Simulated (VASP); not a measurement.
# InGa3P4 (vca) (Cm) in VASP: notebook

Runs on InGa3P4 (vca). Level: PBEsol. Tasks: single point.

Program: VASP 6.6.1. These are calculated values, not measurements. Logs are shortened: lines on timing, memory, paths and dates and some standing lists are left out, and cuts for length are marked.

**1. The cell of the first run**

Symmetry: Cm, No. 8, monoclinic system. The conventional cell has a = 13.029 Å, b = 3.928 Å, c = 6.804 Å, α = 90.00°, β = 100.02°, γ = 90.00°. In (site symmetry m) has 4 P at 2.50 to 2.53 Å within 3.3 Å. Ga (site symmetry m) has 4 P at 2.36 to 2.40 Å within 3.1 Å. Ga (site symmetry m) has 4 P at 2.33 to 2.37 Å within 3.1 Å. Within 3.1 Å of Ga (site symmetry m) lie 4 P at 2.35 to 2.39 Å. P (site symmetry m) has 2 Ga at 2.33 to 2.35 Å and 2 In at 2.50 Å within 3.1 Å. P (site symmetry m) has 3 Ga at 2.39 Å and 1 In at 2.53 Å within 3.2 Å. Within 3.1 Å of P (site symmetry m) lie 3 Ga at 2.36 Å and 1 In at 2.51 Å. Within 3.1 Å of P (site symmetry m) lie 4 Ga at 2.37 to 2.40 Å.

**2. Single point, PBEsol**

INCAR reads:

```
SYSTEM = InGa3P4
ALGO     = Normal         ! electronic algorithm
EDIFF    = 1E-6           ! SCF threshold, eV
ENCUT    = 520            ! plane-wave cutoff, eV
GGA      = PS             ! functional
ISIF     = 2              ! what is computed and relaxed
ISMEAR   = 0              ! smearing method
LASPH    = .True.         ! aspherical terms in the spheres
LCHARG   = .False.        ! write CHGCAR
LREAL    = .False.        ! projectors in reciprocal space
LWAVE    = .False.        ! write WAVECAR
NBANDS   = 46             ! bands
NELM     = 100            ! most SCF steps
PREC     = Accurate       ! precision mode
SIGMA    = 0.02           ! smearing width, eV
```

KPOINTS reads:

```
k-points
0
Gamma
  8 8 4
  0 0 0
```

POSCAR reads:

```
InGa3P4
1.0
    0.0000000000      2.7777500000     -2.7777500000
   -2.7777500000     -5.5555000000     -2.7777500000
   -5.5555000000      2.7777500000      2.7777500000
In Ga P
1 3 4
Direct
    0.7491563575      0.4983127150      0.2491160264
   -0.0024100308     -0.0048200616     -0.0055848825
    0.2502703810      0.5005407619      0.7499911695
    0.5025694436      0.0051388872      0.5056594310
    0.3194228743      0.6388457487      0.4560094254
    0.5517403930      0.1034807860      0.1837415107
    0.8137441756      0.6274883512      0.9222824664
    0.0655064058      0.1310128116      0.6887848532
```

Potentials or basis: VASP PAW PBE potentials, release 64 (In_d, Ga_d, P).

Launch:

```console
$ cat potpaw_PBE.64/In_d/POTCAR potpaw_PBE.64/Ga_d/POTCAR potpaw_PBE.64/P/POTCAR > POTCAR
$ mpirun -np 1 vasp_std > vasp.out
```

OUTCAR:

```text
SYSTEM = InGa3P4
   EDIFF = 1E-6
   ENCUT = 520
   GGA = PS
   ISIF = 2
   ISMEAR = 0
   LASPH = .True.
   LREAL = .False.
   NELM = 100
   PREC = Accurate

 ion  position               nearest neighbor table
   1  0.749  0.498  0.249-   5 2.50   5 2.50   7 2.51   6 2.53
   2  0.998  0.995  0.994-   7 2.36   6 2.39   6 2.39   8 2.40
   3  0.250  0.501  0.750-   5 2.33   7 2.36   7 2.36   8 2.37
   4  0.503  0.005  0.506-   5 2.35   6 2.39   8 2.39   8 2.39
   5  0.319  0.639  0.456-   3 2.33   4 2.35   1 2.50   1 2.50
   6  0.552  0.103  0.184-   4 2.39   2 2.39   2 2.39   1 2.53
   7  0.814  0.627  0.922-   2 2.36   3 2.36   3 2.36   1 2.51
   8  0.066  0.131  0.689-   3 2.37   4 2.39   4 2.39   2 2.40

  LATTYP: Found a base centered monoclinic cell.
 ALAT       =    13.0288023768
 B/A-ratio  =     0.3015113446
 C/A-ratio  =     0.5222329679
 COS(beta)  =    -0.1740776560

  Lattice vectors:

 A1 = (  -2.7777500000,  -2.7777500000,  -5.5555000000)
 A2 = (  -2.7777500000,  -5.5555000000,  -2.7777500000)
 A3 = (  -5.5555000000,   2.7777500000,   2.7777500000)

Analysis of symmetry for initial positions (statically):
=====================================================================
 Subroutine PRICEL returns:
 Original cell was already a primitive cell.

 Routine SETGRP: Setting up the symmetry group for a
 base centered monoclinic supercell.

 Subroutine GETGRP returns: Found  2 space group operations
 (whereof  2 operations were pure point group operations)
 out of a pool of  4 trial point group operations.

The static configuration has the point symmetry C_1h.

Analysis of symmetry for dynamics (positions and initial velocities):
=====================================================================
 Subroutine PRICEL returns:
 Original cell was already a primitive cell.

 Routine SETGRP: Setting up the symmetry group for a
 base centered monoclinic supercell.

 Subroutine GETGRP returns: Found  2 space group operations
 (whereof  2 operations were pure point group operations)
 out of a pool of  4 trial point group operations.

The dynamic configuration has the point symmetry C_1h.

 Subroutine INISYM returns: Found  2 space group operations
 (whereof  2 operations are pure point group operations),
 and found     1 'primitive' translations

----------------------------------------------------------------------------------------

                                     Primitive cell

  volume of cell :     171.4626

  direct lattice vectors                    reciprocal lattice vectors
     0.000000000  2.777750000 -2.777750000    -0.045000450  0.135001350 -0.225002250
    -2.777750000 -5.555500000 -2.777750000    -0.090000900 -0.090000900 -0.090000900
    -5.555500000  2.777750000  2.777750000    -0.135001350  0.045000450  0.045000450

  length of vectors
     3.928331723  6.804070133  6.804070133     0.266226253  0.155886132  0.149249608

  position of ions in fractional coordinates (direct lattice)
     0.749156357  0.498312715  0.249116026
     0.997589969  0.995179938  0.994415117
     0.250270381  0.500540762  0.749991169
     0.502569444  0.005138887  0.505659431
     0.319422874  0.638845749  0.456009425
     0.551740393  0.103480786  0.183741511
     0.813744176  0.627488351  0.922282466
     0.065506406  0.131012812  0.688784853

  ion indices of the primitive-cell ions
   primitive index   ion index
                 1           1
                 2           2
                 3           3
                 4           4
                 5           5
                 6           6
                 7           7
                 8           8

----------------------------------------------------------------------------------------

 KPOINTS: k-points

Automatic generation of k-mesh.
 Grid dimensions read from file:
 generate k-points for:    8    8    4

 Generating k-lattice:

  Cartesian coordinates                     Fractional coordinates (reciprocal lattice)
    -0.005625056  0.016875169 -0.028125281     0.125000000  0.000000000  0.000000000
    -0.011250113 -0.011250113 -0.011250113     0.000000000  0.125000000  0.000000000
    -0.033750338  0.011250113  0.011250113     0.000000000 -0.000000000  0.250000000

  Length of vectors
     0.033278282  0.019485766  0.037312402

  Shift w.r.t. Gamma in fractional coordinates (k-lattice)
     0.000000000  0.000000000  0.000000000

 Subroutine IBZKPT returns following result:
 ===========================================

 Found     78 irreducible k-points:

 Following reciprocal coordinates:
            Coordinates               Weight
  0.000000  0.000000  0.000000      1.000000
  0.125000 -0.000000  0.000000      4.000000
  0.250000 -0.000000  0.000000      4.000000
  0.375000 -0.000000  0.000000      4.000000
  0.500000 -0.000000  0.000000      2.000000
  0.000000  0.125000 -0.000000      2.000000
[... 16 lines left out ...]
  0.125000 -0.000000  0.250000      4.000000
  0.250000 -0.000000  0.250000      4.000000
 [... further k-points ...]
   k-points           NKPTS =     78   k-points in BZ     NKDIM =     78   number of bands    NBANDS=     46
   number of dos      NEDOS =    301   number of ions     NIONS =      8
   total plane-waves  NPLWV =  87480
   dimension x,y,z NGX =    30 NGY =   54 NGZ =   54
   dimension x,y,z NGXF=    60 NGYF=  108 NGZF=  108
   ions per type =               1   3   4
   NGX,Y,Z   is equivalent  to a cutoff of  12.70, 13.19, 13.19 a.u.
   NGXF,Y,Z  is equivalent  to a cutoff of  25.39, 26.39, 26.39 a.u.
 SYSTEM =  InGa3P4
   PREC   = accura    normal or accurate (medium, high low for compatibility)
   ISTART =      0    job   : 0-new  1-cont  2-samecut
   ICHARG =      2    charge: 1-file 2-atom 10-const
   ISPIN  =      1    spin polarized calculation?
   LNONCOLLINEAR =      F non collinear calculations
   LSORBIT =      F    spin-orbit coupling
   LASPH  =      T    aspherical Exc in radial PAW
   ENCUT  =  520.0 eV  38.22 Ry    6.18 a.u.   7.30 12.65 12.65*2*pi/ulx,y,z
   NELM   =    100;   NELMIN=  2; NELMDL= -5     # of ELM steps
   EDIFF  = 0.1E-05   stopping-criterion for ELM
   LREAL  =      F    real-space projection
   EDIFFG = 0.1E-04   stopping-criterion for IOM
   NSW    =      0    number of steps for IOM
   IBRION =     -1    ionic relax: 0-MD 1-quasi-New 2-CG
   NFREE  =      0    steps in history (QN), initial steepest desc. (CG)
   ISIF   =      2    stress and relaxation
   ISYM   =      2    0-nonsym 1-usesym 2-fastsym
   POTIM  = 0.5000    time-step for ionic-motion
   TEBEG  =    0.0;   TEEND  =   0.0 temperature during run
   PSTRESS=    0.0 pullay stress
   NELECT =      72.0000    total number of electrons
   NUPDOWN=      -1.0000    fix difference up-down
   EMIN   =  10.00;   EMAX   =-10.00  energy-range for DOS
   EFERMI =   0.00;   METHOD = LEGACY
   ISMEAR =     0;   SIGMA  =   0.02  broadening in eV -4-tet -1-fermi 0-gaus
   EFERMI_NEDOS =   21; number of points for ismear=-14 and -15
   IALGO  =     38    algorithm
   IMIX   =      4    mixing-type and parameters
     AMIX     =   0.40;   BMIX     =  1.00
     AMIX_MAG =   1.60;   BMIX_MAG =  1.00
  volume/ion in A,a.u.               =      21.43       144.64
  Fermi-wavevector in a.u.,A,eV,Ry     =   1.225921  2.316655 20.447958  1.502882
  Thomas-Fermi vector in A             =   2.360941
   LORBIT       =      0    0 simple, 1 ext, 2 COOP (PROOUT), +10 PAW based schemes
   GGA     = PS    functional components
   LHFCALC =     F    Hartree Fock is set to
   AEXX    =    0.0000 exact exchange contribution
   IVDW    =     0    specifies the selected vdW correction
   LEPSILON=     F    determine dielectric tensor
   LRPA    =     F    only Hartree local field effects (RPA)
 non-spin polarized calculation
 Gauss-broadening in eV      SIGMA  =   0.02
  energy-cutoff  :      520.00
  volume of cell :      171.46
 maximum number of plane-waves:      4653
 NGX is ok and might be reduce to    30
   NGX = 15   NGY = 25   NGZ = 25

 number of electron      72.0000002 magnetization

 Free energy of the ion-electron system (eV)
  ---------------------------------------------------
  ext. energy  EPLUGINS =         0.00000000
  ---------------------------------------------------
  free energy    TOTEN  =       -38.77529545 eV

  energy without entropy =      -38.77529545  energy(sigma->0) =      -38.77529545

 E-fermi :   4.9432     XC(G=0):  -9.8806

 val. band max:        4.8141860250   @ k =   0.0000   0.0000   0.0000
 cond. band min:       5.9310271220   @ k =   0.0000   0.0000   0.0000
 fundamental gap:      1.1168410969
 Fermi energy:         4.9432111066

 k-point     1 :       0.0000    0.0000    0.0000
  band No.  band energies     occupation
      1      -9.9086      2.00000
      2      -9.8936      2.00000
      3      -9.8654      2.00000
      4      -9.8269      2.00000
      5      -9.8263      2.00000
      6      -9.7950      2.00000
[... 38 lines left out ...]
     45       9.4426      0.00000
     46       9.4598      0.00000

 k-point     2 :       0.1250   -0.0000    0.0000
  band No.  band energies     occupation
      1      -9.9064      2.00000
      2      -9.8930      2.00000
      3      -9.8668      2.00000
      4      -9.8319      2.00000
      5      -9.8226      2.00000
      6      -9.7978      2.00000
[... 38 lines left out ...]
     45       9.1576      0.00000
     46       9.3482      0.00000

 k-point     3 :       0.2500   -0.0000    0.0000
  band No.  band energies     occupation
      1      -9.9033      2.00000
      2      -9.8939      2.00000
      3      -9.8707      2.00000
      4      -9.8436      2.00000
      5      -9.8137      2.00000
      6      -9.8009      2.00000
[... 1018 lines left out ...]
     45       9.6033      0.00000
     46       9.8609      0.00000

 k-point    24 :       0.2500   -0.0000    0.2500
  band No.  band energies     occupation
      1      -9.9026      2.00000
      2      -9.8980      2.00000
      3      -9.8657      2.00000
      4      -9.8464      2.00000
      5      -9.8112      2.00000
      6      -9.8021      2.00000
[... 38 lines left out ...]
     45      10.1826      0.00000
     46      10.3558      0.00000

 [... further k-points ...]
[... 5 lines left out ...]
  --------------------------------------------------------------------------------------
  -------------------------------------------------------------------------------------
  Total       -0.2356905     -0.4517011     -0.4517011     -0.0199552      0.0715839     -0.0199552
  in kB       -2.2023338     -4.2207760     -4.2207760     -0.1864646      0.6688929     -0.1864649
  external PRESSURE =      -3.5479620 kB  Pullay stress =       0.0000000 kB

 VOLUME and BASIS-vectors are now :
 -----------------------------------------------------------------------------
  energy-cutoff  :      520.00
  volume of cell :      171.46
      direct lattice vectors                 reciprocal lattice vectors
     0.000000000  2.777750000 -2.777750000    -0.045000450  0.135001350 -0.225002250
    -2.777750000 -5.555500000 -2.777750000    -0.090000900 -0.090000900 -0.090000900
    -5.555500000  2.777750000  2.777750000    -0.135001350  0.045000450  0.045000450

 POSITION                                       TOTAL-FORCE (eV/Angst)
 -----------------------------------------------------------------------------------
     -2.76815      0.00457     -2.77318        -0.002339     -0.001032     -0.001032
     -8.28883      0.00457     -2.77318         0.000921      0.001805      0.001805
     -5.55695     -0.00228     -0.00228         0.001358     -0.002008     -0.002008
     -2.82347      2.77206     -0.00569         0.002314      0.001908      0.001908
     -4.30791     -1.39515     -1.39515        -0.004940      0.000978      0.000978
     -1.30822      1.46810     -1.30965         0.001555      0.001024      0.001024
     -6.86675      1.33624     -1.44151         0.002143     -0.001868     -0.001868
     -4.19047      1.36739      1.36739        -0.001012     -0.000807     -0.000807
 -----------------------------------------------------------------------------------
    total drift:                               -0.000418     -0.000356     -0.000327

  FREE ENERGIE OF THE ION-ELECTRON SYSTEM (eV)
  ---------------------------------------------------
  free  energy   TOTEN  =       -38.7752954520 eV

  energy  without entropy=      -38.7752954520  energy(sigma->0) =      -38.77529545
```

Wall time 8.5 min (1 thread of Intel Xeon Platinum 8488C (Sapphire Rapids), shared host); peak memory 0.62 GiB.

Results:

* Free energy: -38.7753 eV
* Pressure: -0.4 GPa
* Largest force: 0.005 eV/Å
* Band gap on the k mesh: 1.12 eV, direct

Forces on the atoms (eV/Å):
```
In  -0.002 -0.001 -0.001
Ga   0.001  0.002  0.002
Ga   0.001 -0.002 -0.002
Ga   0.002  0.002  0.002
P   -0.005  0.001  0.001
P    0.002  0.001  0.001
P    0.002 -0.002 -0.002
P   -0.001 -0.001 -0.001
```

Levels at points of the mesh, in eV from the valence-band top:
| k point | band 33 | band 34 | band 35 | band 36 | band 37 | band 38 | band 39 | band 40 |
| --- | --- | --- | --- | --- | --- | --- | --- | --- |
| (0.00, 0.00, 0.00) | -1.12 | -0.11 | -0.05 | 0.00 | 1.12 | 1.54 | 2.08 | 2.57 |
| (0.50, 0.00, 0.00) | -2.71 | -2.63 | -1.82 | -1.64 | 2.92 | 3.12 | 3.13 | 3.40 |
| (0.00, 0.50, 0.00) | -0.91 | -0.89 | -0.54 | -0.41 | 1.34 | 1.49 | 1.59 | 1.70 |
| (0.00, 0.00, 0.50) | -1.33 | -1.22 | -1.11 | -0.83 | 2.24 | 2.44 | 2.61 | 3.31 |
| (0.50, 0.00, 0.50) | -2.19 | -1.87 | -1.17 | -1.11 | 1.33 | 1.54 | 1.79 | 2.09 |
| (0.00, 0.50, 0.50) | -1.92 | -1.86 | -0.93 | -0.49 | 1.99 | 2.13 | 2.42 | 3.01 |

Caveat: the PAW data sets were made with another functional, which shifts forces and pressure a little; spin-orbit coupling is left out, which moves the levels of the heavy elements. A hybrid or GW would open this gap; PBEsol tends to underestimate it.

**3. Single point, PBEsol**

INCAR reads:

```
PREC = Accurate
ENCUT = 520
EDIFF = 1E-6
ISMEAR = 0
SIGMA = 0.1
LREAL = False
LASPH = True
NELM = 100
ALGO = Normal
ISIF = 2
LWAVE = False
LCHARG = False
GGA = PS
NBANDS = 46
```

KPOINTS reads:

```
regular mesh
0
Gamma
  6 6 4
```

POSCAR reads:

```
InGa3P4
1.0
    0.0000000000      2.7777500000     -2.7777500000
   -2.7777500000     -5.5555000000     -2.7777500000
   -5.5555000000      2.7777500000      2.7777500000
In Ga P
1 3 4
Direct
    0.7500000000      0.5000000000      0.2500000000
    0.0000000000      0.0000000000      0.0000000000
    0.2500000000      0.5000000000      0.7500000000
    0.5000000000      0.0000000000      0.5000000000
    0.3125000000      0.6250000000      0.4375000000
    0.5625000000      0.1250000000      0.1875000000
    0.8125000000      0.6250000000      0.9375000000
    0.0625000000      0.1250000000      0.6875000000
```

Potentials or basis: VASP PAW PBE potentials, release 64 (In_d, Ga_d, P).

Launch:

```console
$ cat potpaw_PBE.64/In_d/POTCAR potpaw_PBE.64/Ga_d/POTCAR potpaw_PBE.64/P/POTCAR > POTCAR
$ mpirun -np 1 vasp_std > vasp.out
```

Run time: 4.9 min. Hardware: 1 thread of Intel Xeon Platinum 8488C (Sapphire Rapids), shared host; peak memory 0.47 GiB.

Results (log left out):

```yaml
Free_energy: -38.4493 eV
Pressure: 0.5 GPa
Largest_force: 1.844 eV/Å
Band_gap_on_the_k_mesh: 1.19 eV, direct
```

Forces on the atoms (eV/Å):
```
In  -0.098 -0.021 -0.021
Ga   0.083  0.043  0.043
Ga   0.012 -0.069 -0.069
Ga   0.012  0.050  0.050
P   -1.844  0.012  0.012
P    0.926  0.937  0.937
P    0.930 -0.921 -0.921
P   -0.023 -0.031 -0.031
```

Stress tensor (GPa, compression positive):
```
 0.47 -0.01 -0.01
-0.01  0.57 -0.07
-0.01 -0.07  0.57
```

Levels at points of the mesh, in eV from the valence-band top:
```csv
k point,band 33,band 34,band 35,band 36,band 37,band 38,band 39,band 40
"(0.00, 0.00, 0.00)",-1.12,-0.01,-0.01,0.00,1.19,1.56,2.22,2.58
"(0.50, 0.00, 0.00)",-2.64,-2.61,-1.72,-1.67,2.98,3.09,3.14,3.56
"(0.00, 0.50, 0.00)",-0.74,-0.74,-0.57,-0.56,1.36,1.53,1.69,1.73
"(0.00, 0.00, 0.50)",-1.18,-1.15,-1.04,-1.03,2.46,2.54,2.62,3.17
"(0.50, 0.00, 0.50)",-2.04,-1.97,-1.11,-1.11,1.40,1.54,1.82,2.22
"(0.00, 0.50, 0.50)",-1.97,-1.94,-0.77,-0.63,2.14,2.21,2.53,2.92
```

Caveat: the PAW data sets were made with another functional, which shifts forces and pressure a little; spin-orbit coupling is left out, which moves the levels of the heavy elements. As with any semilocal functional, this PBEsol gap is likely too small.
